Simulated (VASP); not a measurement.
# Au (Im-3m) in VASP: settings compared, part 2 of 2

VASP 6.6.1. Earlier steps stand in the parts before.

## (5) Single point, PBE

This run uses another cell than the first one, of 18.21 Å³/atom, 0.962 times its volume.

The input, INCAR:

```
PREC = Accurate
ENCUT = 520
EDIFF = 1E-7
ISMEAR = 1
SIGMA = 0.05
LREAL = F
LASPH = T
NELM = 60
ALGO = Fast
ISIF = 2
LWAVE = F
LCHARG = F
GGA = PE
NBANDS = 12
```

The input, KPOINTS:

```
Automatic mesh
0
Gamma
  13 13 13
```

The input, POSCAR:

```
Au
1.0
   -1.6572690000      1.6572690000      1.6572690000
    1.6572690000     -1.6572690000      1.6572690000
    1.6572690000      1.6572690000     -1.6572690000
Au
1
Direct
    0.0000000000      0.0000000000      0.0000000000
```

Potentials or basis: VASP PAW PBE potentials, release 64 (Au).

Launch:

```sh
$ cat potpaw_PBE.64/Au/POTCAR > POTCAR
$ mpirun -np 1 vasp_std > vasp.out
```

OUTCAR:

```text
PREC = Accurate
   ENCUT = 520
   EDIFF = 1E-7
   ISMEAR = 1
   LREAL = F
   LASPH = T
   NELM = 60
   ISIF = 2
   GGA = PE

 ion  position               nearest neighbor table
   1  0.000  0.000  0.000-

  LATTYP: Found a body centered cubic cell.
 ALAT       =     3.3145380000

  Lattice vectors:

 A1 = (  -1.6572690000,   1.6572690000,   1.6572690000)
 A2 = (   1.6572690000,  -1.6572690000,   1.6572690000)
 A3 = (   1.6572690000,   1.6572690000,  -1.6572690000)

Analysis of symmetry for initial positions (statically):
=====================================================================
 Subroutine PRICEL returns:
 Original cell was already a primitive cell.

 Routine SETGRP: Setting up the symmetry group for a
 body centered cubic supercell.

 Subroutine GETGRP returns: Found 48 space group operations
 (whereof 48 operations were pure point group operations)
 out of a pool of 48 trial point group operations.

The static configuration has the point symmetry O_h .

Analysis of symmetry for dynamics (positions and initial velocities):
=====================================================================
 Subroutine PRICEL returns:
 Original cell was already a primitive cell.

 Routine SETGRP: Setting up the symmetry group for a
 body centered cubic supercell.

 Subroutine GETGRP returns: Found 48 space group operations
 (whereof 48 operations were pure point group operations)
 out of a pool of 48 trial point group operations.

The dynamic configuration has the point symmetry O_h .

 Subroutine INISYM returns: Found 48 space group operations
 (whereof 48 operations are pure point group operations),
 and found     1 'primitive' translations

----------------------------------------------------------------------------------------

                                     Primitive cell

  volume of cell :      18.2070

  direct lattice vectors                    reciprocal lattice vectors
    -1.657269000  1.657269000  1.657269000     0.000000000  0.301701172  0.301701172
     1.657269000 -1.657269000  1.657269000     0.301701172  0.000000000  0.301701172
     1.657269000  1.657269000 -1.657269000     0.301701172  0.301701172  0.000000000

  length of vectors
     2.870474110  2.870474110  2.870474110     0.426669890  0.426669890  0.426669890

  position of ions in fractional coordinates (direct lattice)
     0.000000000  0.000000000  0.000000000

  ion indices of the primitive-cell ions
   primitive index   ion index
                 1           1

----------------------------------------------------------------------------------------

 KPOINTS: Automatic mesh

Automatic generation of k-mesh.
 Grid dimensions read from file:
 generate k-points for:   13   13   13

 Generating k-lattice:

  Cartesian coordinates                     Fractional coordinates (reciprocal lattice)
     0.000000000  0.023207782  0.023207782     0.076923077  0.000000000  0.000000000
     0.023207782  0.000000000  0.023207782     0.000000000  0.076923077  0.000000000
     0.023207782  0.023207782  0.000000000     0.000000000  0.000000000  0.076923077

  Length of vectors
     0.032820761  0.032820761  0.032820761

  Shift w.r.t. Gamma in fractional coordinates (k-lattice)
     0.000000000  0.000000000  0.000000000

 Subroutine IBZKPT returns following result:
 ===========================================

 Found     84 irreducible k-points:

 Following reciprocal coordinates:
            Coordinates               Weight
  0.000000  0.000000  0.000000      1.000000
  0.076923  0.000000  0.000000     12.000000
  0.153846  0.000000  0.000000     12.000000
  0.230769  0.000000  0.000000     12.000000
  0.307692  0.000000  0.000000     12.000000
  0.384615  0.000000  0.000000     12.000000
[... 16 lines left out ...]
  0.153846  0.076923  0.076923     24.000000
  0.230769  0.076923  0.076923     24.000000
 [... further k-points ...]
   k-points           NKPTS =     84   k-points in BZ     NKDIM =     84   number of bands    NBANDS=     12
   number of dos      NEDOS =    301   number of ions     NIONS =      1
   total plane-waves  NPLWV =  13824
   dimension x,y,z NGX =    24 NGY =   24 NGZ =   24
   dimension x,y,z NGXF=    48 NGYF=   48 NGZF=   48
   ions per type =               1
   NGX,Y,Z   is equivalent  to a cutoff of  13.90, 13.90, 13.90 a.u.
   NGXF,Y,Z  is equivalent  to a cutoff of  27.80, 27.80, 27.80 a.u.
 SYSTEM =  unknown system
   PREC   = accura    normal or accurate (medium, high low for compatibility)
   ISTART =      0    job   : 0-new  1-cont  2-samecut
   ICHARG =      2    charge: 1-file 2-atom 10-const
   ISPIN  =      1    spin polarized calculation?
   LNONCOLLINEAR =      F non collinear calculations
   LSORBIT =      F    spin-orbit coupling
   LASPH  =      T    aspherical Exc in radial PAW
   ENCUT  =  520.0 eV  38.22 Ry    6.18 a.u.   5.34  5.34  5.34*2*pi/ulx,y,z
   NELM   =     60;   NELMIN=  2; NELMDL= -5     # of ELM steps
   EDIFF  = 0.1E-06   stopping-criterion for ELM
   LREAL  =      F    real-space projection
   EDIFFG = 0.1E-05   stopping-criterion for IOM
   NSW    =      0    number of steps for IOM
   IBRION =     -1    ionic relax: 0-MD 1-quasi-New 2-CG
   NFREE  =      0    steps in history (QN), initial steepest desc. (CG)
   ISIF   =      2    stress and relaxation
   ISYM   =      2    0-nonsym 1-usesym 2-fastsym
   POTIM  = 0.5000    time-step for ionic-motion
   TEBEG  =    0.0;   TEEND  =   0.0 temperature during run
   PSTRESS=    0.0 pullay stress
   NELECT =      11.0000    total number of electrons
   NUPDOWN=      -1.0000    fix difference up-down
   EMIN   =  10.00;   EMAX   =-10.00  energy-range for DOS
   EFERMI =   0.00;   METHOD = LEGACY
   ISMEAR =     1;   SIGMA  =   0.05  broadening in eV -4-tet -1-fermi 0-gaus
   EFERMI_NEDOS =   21; number of points for ismear=-14 and -15
   IALGO  =     68    algorithm
   IMIX   =      4    mixing-type and parameters
     AMIX     =   0.40;   BMIX     =  1.00
     AMIX_MAG =   1.60;   BMIX_MAG =  1.00
  volume/ion in A,a.u.               =      18.21       122.87
  Fermi-wavevector in a.u.,A,eV,Ry     =   1.383968  2.615320 26.060157  1.915367
  Thomas-Fermi vector in A             =   2.508516
   LORBIT       =      0    0 simple, 1 ext, 2 COOP (PROOUT), +10 PAW based schemes
   GGA     = PE    functional components
   LHFCALC =     F    Hartree Fock is set to
   AEXX    =    0.0000 exact exchange contribution
   IVDW    =     0    specifies the selected vdW correction
   LEPSILON=     F    determine dielectric tensor
   LRPA    =     F    only Hartree local field effects (RPA)
 non-spin polarized calculation
 RMM-DIIS sequential band-by-band and
 Methfessel and Paxton  Order N= 1 SIGMA  =   0.05
  energy-cutoff  :      520.00
  volume of cell :       18.21
 maximum number of plane-waves:       497
 NGX is ok and might be reduce to    24
   NGX = 11   NGY = 11   NGZ = 11

 number of electron      10.9999998 magnetization

 Free energy of the ion-electron system (eV)
  ---------------------------------------------------
  ext. energy  EPLUGINS =         0.00000000
  ---------------------------------------------------
  free energy    TOTEN  =        -3.19555628 eV

  energy without entropy =       -3.19508812  energy(sigma->0) =       -3.19540023

 E-fermi :   8.3168     XC(G=0): -12.3242

 val. band max:        8.3131827433   @ k =  -0.3846   0.4615   0.0769
 cond. band min:       8.3207312934   @ k =  -0.4615   0.4615   0.0769
 fundamental gap:      0.0075485501
 Fermi energy:         8.3168194366

 k-point     1 :       0.0000    0.0000    0.0000
  band No.  band energies     occupation
      1      -0.7550      2.00000
      2       3.8979      2.00000
      3       3.8979      2.00000
      4       3.8979      2.00000
      5       5.6345      2.00000
      6       5.6345      2.00000
      7      24.9105      0.00000
      8      24.9105      0.00000
      9      24.9105      0.00000
     10      31.5714      0.00000
     11      31.5714      0.00000
     12      31.5714      0.00000
[... 331 lines left out ...]
 k-point    24 :       0.2308    0.0769    0.0769
  band No.  band energies     occupation
      1       1.9072      2.00000
      2       3.1921      2.00000
      3       3.8806      2.00000
      4       5.4679      2.00000
      5       5.7171      2.00000
      6       6.6639      2.00000
      7      17.6422      0.00000
      8      21.5635      0.00000
      9      21.8604      0.00000
     10      27.8056      0.00000
     11      31.3672      0.00000
     12      32.9019      0.00000

 [... further k-points ...]
[... 5 lines left out ...]
  --------------------------------------------------------------------------------------
  -------------------------------------------------------------------------------------
  Total       -0.1453693     -0.1453693     -0.1453693     -0.0000000     -0.0000000      0.0000000
  in kB      -12.7921694    -12.7921694    -12.7921694     -0.0000000     -0.0000000      0.0000000
  external PRESSURE =     -12.7921694 kB  Pullay stress =       0.0000000 kB

 VOLUME and BASIS-vectors are now :
 -----------------------------------------------------------------------------
  energy-cutoff  :      520.00
  volume of cell :       18.21
      direct lattice vectors                 reciprocal lattice vectors
    -1.657269000  1.657269000  1.657269000     0.000000000  0.301701172  0.301701172
     1.657269000 -1.657269000  1.657269000     0.301701172  0.000000000  0.301701172
     1.657269000  1.657269000 -1.657269000     0.301701172  0.301701172  0.000000000

 POSITION                                       TOTAL-FORCE (eV/Angst)
 -----------------------------------------------------------------------------------
      0.00000      0.00000      0.00000        -0.000000     -0.000000      0.000000
 -----------------------------------------------------------------------------------
    total drift:                                0.000000      0.000000     -0.000000

  FREE ENERGIE OF THE ION-ELECTRON SYSTEM (eV)
  ---------------------------------------------------
  free  energy   TOTEN  =        -3.1955562825 eV

  energy  without entropy=       -3.1950881168  energy(sigma->0) =       -3.19540023
```

OSZICAR:

```text
N       E                     dE             d eps       ncg     rms          rms(c)
DAV:   1     0.487082760785E+02    0.48708E+02   -0.56330E+03  2064   0.816E+02
DAV:   2    -0.280933316999E+01   -0.51518E+02   -0.48773E+02  2400   0.183E+02
DAV:   3    -0.346182221519E+01   -0.65249E+00   -0.65219E+00  2428   0.201E+01
DAV:   4    -0.346403205441E+01   -0.22098E-02   -0.22098E-02  2292   0.135E+00
DAV:   5    -0.346404919543E+01   -0.17141E-04   -0.17141E-04  2388   0.113E-01    0.745E+00
RMM:   6    -0.321146631962E+01    0.25258E+00   -0.31849E-01  2020   0.467E+00    0.490E+00
RMM:   7    -0.319734964967E+01    0.14117E-01   -0.31571E-02  2162   0.166E+00    0.262E+00
RMM:   8    -0.319566176618E+01    0.16879E-02   -0.31240E-03  2180   0.461E-01    0.377E-01
RMM:   9    -0.319554878140E+01    0.11298E-03   -0.52070E-04  2310   0.192E-01    0.814E-02
RMM:  10    -0.319555598155E+01   -0.72002E-05   -0.63934E-05  2304   0.617E-02    0.478E-02
RMM:  11    -0.319555604030E+01   -0.58755E-07   -0.10978E-05  2297   0.234E-02    0.958E-03
RMM:  12    -0.319555619727E+01   -0.15697E-06   -0.13529E-06  2181   0.782E-03    0.107E-02
RMM:  13    -0.319555628246E+01   -0.85190E-07   -0.37248E-07  1989   0.424E-03
   1 F= -.31955563E+01 E0= -.31954002E+01  d E =-.468166E-03
```

stdout:

```text
POSCAR found type information on POSCAR Au
 POSCAR found :  1 types and       1 ions
 scaLAPACK will be used
 LDA part: xc-table for (Slater+PW92), standard interpolation
 POSCAR, INCAR and KPOINTS ok, starting setup
 FFT: planning ... GRIDC
 FFT: planning ... GRID_SOFT
 FFT: planning ... GRID
 WAVECAR not read
 entering main loop
```

Wall time 21 s (1 thread of Intel Xeon Platinum 8375C at 2.90GHz (Ice Lake), shared host); peak memory 0.15 GiB.

What came out:

| Quantity | Value |
| --- | --- |
| Free energy | -3.1956 eV |
| Pressure | -1.3 GPa |

Caveat: spin-orbit coupling is left out, which moves the levels of the heavy elements.

## (6) The runs side by side

```csv
level,cell,k mesh,smearing,gap on the mesh (eV),pressure (GPa)
r2SCAN,"a = 2.908 Å, angles 109.5°, 1 atom",11 × 11 × 11,fermi-dirac 0.05 eV,none,-8.4
PBE,"a = 2.870 Å, angles 109.5°, 1 atom",8 × 8 × 8,methfessel-paxton 0.05 eV,none,-1.4
PBE,"a = 2.870 Å, angles 109.5°, 1 atom",10 × 10 × 10,methfessel-paxton 0.05 eV,none,-2.1
PBE,"a = 2.870 Å, angles 109.5°, 1 atom",13 × 13 × 13,methfessel-paxton 0.05 eV,none,-1.3
```

Alike in all rows: task single point; potentials or basis VASP PAW PBE potentials, release 64 (Au); no spin polarisation; cutoff (eV) 520.

Caveats: spin-orbit coupling is left out, which moves the levels of the heavy elements; the PAW data sets were made with another functional, which shifts forces and pressure a little (some runs).

Total energies depend on the potentials used, so only differences within one code and one set of settings carry meaning.
